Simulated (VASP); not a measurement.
# Ag (P6/mmm) in VASP: a series of runs

Ag is run at these levels: PBE; tasks: relaxation of cell and atoms, single point.

Program: VASP 6.6.1. These are calculated values, not measurements. Logs are shortened: lines on timing, memory, paths and dates and some standing lists are left out, and cuts for length are marked.

### Step 1. The cell of the first run

Symmetry: P6/mmm, No. 191, hexagonal system. Conventional cell: a = 4.585 Å, b = 4.585 Å, c = 2.811 Å, α = 90.00°, β = 90.00°, γ = 120.00°. Ag (site symmetry 6/mmm) has 14 Ag at 2.81 to 3.00 Å within 3.7 Å. Within 3.5 Å of Ag (site symmetry -6m2) lie 11 Ag at 2.65 to 3.00 Å.

### Step 2. Relaxation of cell and atoms, PBE

Contents of INCAR:

```
SYSTEM = Ag
PREC = Accurate ; ENCUT = 600
EDIFF = 1E-6 ; ISMEAR = -1
SIGMA = 0.1 ; LREAL = .False.
LASPH = .True. ; NELM = 100
ALGO = Normal ; ISIF = 3
LWAVE = .False. ; LCHARG = .False.
GGA = PE ; IBRION = 2
NSW = 80 ; EDIFFG = -0.01
```

Contents of KPOINTS:

```
regular mesh
0
Gamma
  8 8 11
  0 0 0
```

Contents of POSCAR:

```
Ag
1.0
    4.5850386948      0.0000000000      0.0000000000
   -2.2925193474      3.9707599870      0.0000000000
    0.0000000000      0.0000000000      2.8106287199
Ag
3
Direct
    0.0000000000      0.0000000000      0.0000000000
    0.3333333333      0.6666666667      0.5000000000
    0.6666666667      0.3333333333      0.5000000000
```

Potentials or basis: VASP PAW PBE potentials, release 64 (Ag).

Launch:

```
> cat potpaw_PBE.64/Ag/POTCAR > POTCAR
> mpirun -np 1 vasp_std > vasp.out
```

OUTCAR:

```text
SYSTEM = Ag
   PREC = Accurate
   ENCUT = 600
   EDIFF = 1E-6
   ISMEAR = -1
   LREAL = .False.
   LASPH = .True.
   NELM = 100
   ISIF = 3
   GGA = PE
   IBRION = 2
   NSW = 80
   EDIFFG = -0.01

 ion  position               nearest neighbor table
   1  0.000  0.000  0.000-   2 3.00   3 3.00   2 3.00   3 3.00   2 3.00   2 3.00   3 3.00   3 3.00
                             3 3.00   3 3.00   2 3.00   2 3.00
   2  0.333  0.667  0.500-   3 2.65   3 2.65   3 2.65   1 3.00   1 3.00   1 3.00   1 3.00   1 3.00
                             1 3.00
   3  0.667  0.333  0.500-   2 2.65   2 2.65   2 2.65   1 3.00   1 3.00   1 3.00   1 3.00   1 3.00
                             1 3.00

  LATTYP: Found a hexagonal cell.
 ALAT       =     4.5850386948
 C/A-ratio  =     0.6130000000

  Lattice vectors:

 A1 = (   4.5850386948,   0.0000000000,   0.0000000000)
 A2 = (  -2.2925193474,   3.9707599870,   0.0000000000)
 A3 = (   0.0000000000,   0.0000000000,   2.8106287199)

Analysis of symmetry for initial positions (statically):
=====================================================================
 Subroutine PRICEL returns:
 Original cell was already a primitive cell.

 Routine SETGRP: Setting up the symmetry group for a
 hexagonal supercell.

 Subroutine GETGRP returns: Found 24 space group operations
 (whereof 24 operations were pure point group operations)
 out of a pool of 24 trial point group operations.

The static configuration has the point symmetry D_6h.

Analysis of symmetry for dynamics (positions and initial velocities):
=====================================================================
 Subroutine PRICEL returns:
 Original cell was already a primitive cell.

 Routine SETGRP: Setting up the symmetry group for a
 hexagonal supercell.

 Subroutine GETGRP returns: Found 24 space group operations
 (whereof 24 operations were pure point group operations)
 out of a pool of 24 trial point group operations.

The dynamic configuration has the point symmetry D_6h.

 Subroutine INISYM returns: Found 24 space group operations
 (whereof 24 operations are pure point group operations),
 and found     1 'primitive' translations

----------------------------------------------------------------------------------------
[... 94 lines left out ...]
   NELM   =    100;   NELMIN=  2; NELMDL= -5     # of ELM steps
   EDIFF  = 0.1E-05   stopping-criterion for ELM
   LREAL  =      F    real-space projection
   EDIFFG = -.1E-01   stopping-criterion for IOM
   NSW    =     80    number of steps for IOM
   IBRION =      2    ionic relax: 0-MD 1-quasi-New 2-CG
   NFREE  =      1    steps in history (QN), initial steepest desc. (CG)
   ISIF   =      3    stress and relaxation
   ISYM   =      2    0-nonsym 1-usesym 2-fastsym
   POTIM  = 0.5000    time-step for ionic-motion
   TEBEG  =    0.0;   TEEND  =   0.0 temperature during run
   PSTRESS=    0.0 pullay stress
   NELECT =      33.0000    total number of electrons
   NUPDOWN=      -1.0000    fix difference up-down
   EMIN   =  10.00;   EMAX   =-10.00  energy-range for DOS
   EFERMI =   0.00;   METHOD = LEGACY
   ISMEAR =    -1;   SIGMA  =   0.10  broadening in eV -4-tet -1-fermi 0-gaus
   EFERMI_NEDOS =   21; number of points for ismear=-14 and -15
   IALGO  =     38    algorithm
   IMIX   =      4    mixing-type and parameters
     AMIX     =   0.40;   BMIX     =  1.00
     AMIX_MAG =   1.60;   BMIX_MAG =  1.00
  volume/ion in A,a.u.               =      17.06       115.11
  Fermi-wavevector in a.u.,A,eV,Ry     =   1.414402  2.672832 27.218893  2.000532
  Thomas-Fermi vector in A             =   2.535948
   LORBIT       =      0    0 simple, 1 ext, 2 COOP (PROOUT), +10 PAW based schemes
   GGA     = PE    functional components
   LHFCALC =     F    Hartree Fock is set to
   AEXX    =    0.0000 exact exchange contribution
   IVDW    =     0    specifies the selected vdW correction
   LEPSILON=     F    determine dielectric tensor
   LRPA    =     F    only Hartree local field effects (RPA)
 conjugate gradient relaxation of ions
 non-spin polarized calculation
  energy-cutoff  :      600.00
  volume of cell :       51.17
 maximum number of plane-waves:      1722
 NGX is ok and might be reduce to    40
   NGX = 19   NGY = 19   NGZ = 11

--------------------------------------- Ionic step        1  -------------------------------------------

 number of electron      33.0000005 magnetization

 Free energy of the ion-electron system (eV)
  ---------------------------------------------------
  ext. energy  EPLUGINS =         0.00000000
  ---------------------------------------------------
  free energy    TOTEN  =        -7.89392407 eV

  energy without entropy =       -7.86399093  energy(sigma->0) =       -7.87895750

------------------------ aborting loop because EDIFF is reached ----------------------------------------

  FORCE on cell =-STRESS in cart. coord.  units (eV):
  Direction    XX          YY          ZZ          XY          YZ          ZX
  --------------------------------------------------------------------------------------
  -------------------------------------------------------------------------------------
  Total        2.6555855      2.6555855      1.3642259      0.0000000      0.0000000      0.0000000
  in kB       83.1477988     83.1477988     42.7146393      0.0000000      0.0000000      0.0000000
  external PRESSURE =      69.6700789 kB  Pullay stress =       0.0000000 kB
[... 135 lines left out ...]
--------------------------------------- Ionic step        5  -------------------------------------------

 number of electron      33.0000003 magnetization

 Free energy of the ion-electron system (eV)
  ---------------------------------------------------
  ext. energy  EPLUGINS =         0.00000000
  ---------------------------------------------------
  free energy    TOTEN  =        -7.97294777 eV

  energy without entropy =       -7.94299979  energy(sigma->0) =       -7.95797378

 E-fermi :   7.6153     XC(G=0): -11.8132

 val. band max:        7.5644526694   @ k =   0.5000  -0.0000   0.0000
 cond. band min:       7.6294263219   @ k =   0.3750   0.2500   0.3636
 fundamental gap:      0.0649736525
 Fermi energy:         7.6153373301

 k-point     1 :       0.0000    0.0000    0.0000
  band No.  band energies     occupation
      1       0.2537      2.00000
      2       1.5515      2.00000
      3       2.5455      2.00000
      4       2.7067      2.00000
      5       2.7831      2.00000
      6       2.7831      2.00000
[... 541 lines left out ...]
     19      11.4586      0.00000
     20      16.9975      0.00000

 [... further k-points ...]
[... 5 lines left out ...]
  --------------------------------------------------------------------------------------
  -------------------------------------------------------------------------------------
  Total        0.0230456      0.0230456      0.0018595      0.0000000      0.0000000      0.0000000
  in kB        0.6759624      0.6759624      0.0545419      0.0000000      0.0000000      0.0000000
  external PRESSURE =       0.4688222 kB  Pullay stress =       0.0000000 kB
[... 18 lines left out ...]
  FREE ENERGIE OF THE ION-ELECTRON SYSTEM (eV)
  ---------------------------------------------------
  free  energy   TOTEN  =        -7.9729477700 eV

  energy  without entropy=       -7.9429997889  energy(sigma->0) =       -7.95797378

 reached required accuracy - stopping structural energy minimisation
```

CONTCAR:

```text
Ag
   1.00000000000000
     4.7212648501102557    0.0000000000000000    0.0000000000000000
    -2.3606324250551278    4.0887352981557523   -0.0000000000000000
    -0.0000000000000000   -0.0000000000000000    2.8296224696724179
  Ag
     3
Direct
     0.0000000000000000    0.0000000000000000    0.0000000000000000
     0.3333333332999970    0.6666666667000030    0.5000000000000000
     0.6666666667000030    0.3333333332999970    0.5000000000000000

  0.00000000E+00  0.00000000E+00  0.00000000E+00
  0.00000000E+00  0.00000000E+00  0.00000000E+00
  0.00000000E+00  0.00000000E+00  0.00000000E+00
```

It took 1.7 min on 1 thread of Intel Xeon Platinum 8488C (Sapphire Rapids), shared host; peak memory 0.22 GiB.

What came out:

```yaml
Free_energy: -7.9729 eV
Relaxed_volume: 18.21 Å³/atom
Relaxed_cell: a = 4.721 Å, b = 4.721 Å, c = 2.830 Å, α = 90.00°, β = 90.00°, γ = 120.00°
Space_group_after_relaxing_to_0.05_Å: P6/mmm (No. 191)
Energy_gained_by_relaxing: 26.3 meV/atom
Ionic_steps: 5
Pressure_after_relaxing: 0.0 GPa
```

Step by step:
| step | energy change (eV) | largest force (eV/Å) | pressure (GPa) | volume (Å³) |
| --- | --- | --- | --- | --- |
| 1 | 0.0000 | 0.0000 | 6.97 | 51.17 |
| 2 | -0.0568 | 0.0000 | -3.04 | 56.85 |
| 3 | -0.0774 | 0.0000 | -0.16 | 54.75 |
| 4 | -0.0789 | 0.0000 | -0.01 | 54.66 |
| 5 | -0.0790 | 0.0000 | 0.05 | 54.62 |

Final structure:
```yaml
crystal:
  lattice:
    - [4.72126, 0.00000, 0.00000]
    - [-2.36063, 4.08874, 0.00000]
    - [0.00000, 0.00000, 2.82962]
  atoms:
    - { symbol: Ag, position: [0.00000, 0.00000, 0.00000] }
    - { symbol: Ag, position: [0.33333, 0.66667, 0.50000] }
    - { symbol: Ag, position: [0.66667, 0.33333, 0.50000] }
```

### Step 3. Single point, PBE

This run uses another cell than the first one, of 18.25 Å³/atom, 1.070 times its volume.

Contents of INCAR:

```
SYSTEM = Ag
PREC     = Accurate       ! precision mode
ENCUT    = 520            ! plane-wave cutoff, eV
EDIFF    = 1E-6           ! SCF threshold, eV
ISMEAR   = -1             ! smearing method
SIGMA    = 0.1            ! smearing width, eV
LREAL    = .FALSE.        ! projectors in reciprocal space
LASPH    = .TRUE.         ! aspherical terms in the spheres
NELM     = 60             ! most SCF steps
ALGO     = Normal         ! electronic algorithm
ISIF     = 2              ! what is computed and relaxed
LWAVE    = .FALSE.        ! write WAVECAR
LCHARG   = .FALSE.        ! write CHGCAR
GGA      = PE             ! functional
NBANDS   = 24             ! bands
```

Contents of KPOINTS:

```
Automatic mesh
0
G
  8 8 11
  0 0 0
```

Contents of POSCAR:

```
Ag
1.0
    4.7260095835      0.0000000000      0.0000000000
   -2.3630047918      4.0928443579      0.0000000000
    0.0000000000      0.0000000000      2.8308245191
Ag
3
Direct
    0.0000000000      1.0000000000      0.0000000000
    0.3333333333      0.6666666667      0.5000000000
    0.6666666667      0.3333333333      0.5000000000
```

Potentials or basis: VASP PAW PBE potentials, release 64 (Ag).

Launch:

```
> cat potpaw_PBE.64/Ag/POTCAR > POTCAR
> mpirun -np 1 vasp_std > vasp.out
```

It took 34 s on 1 thread of Intel Xeon Platinum 8488C (Sapphire Rapids), shared host; peak memory 0.21 GiB.

The run converged. Its results:

| Property | Result |
| --- | --- |
| Free energy | -7.9759 eV |
| Pressure | -0.1 GPa |

Levels at points of the mesh, in eV from the Fermi level:
| k point | band 12 | band 13 | band 14 | band 15 | band 16 | band 17 | band 18 | band 19 | band 20 | band 21 |
| --- | --- | --- | --- | --- | --- | --- | --- | --- | --- | --- |
| (0.00, 0.00, 0.00) | -3.92 | -3.87 | -3.87 | -2.94 | -2.94 | 4.38 | 4.38 | 4.38 | 4.38 | 4.64 |
| (0.50, 0.00, 0.00) | -3.22 | -3.20 | -3.18 | -3.09 | -2.88 | -2.70 | -0.05 | 3.57 | 11.44 | 11.48 |

(Continued in part 2 of 2.)
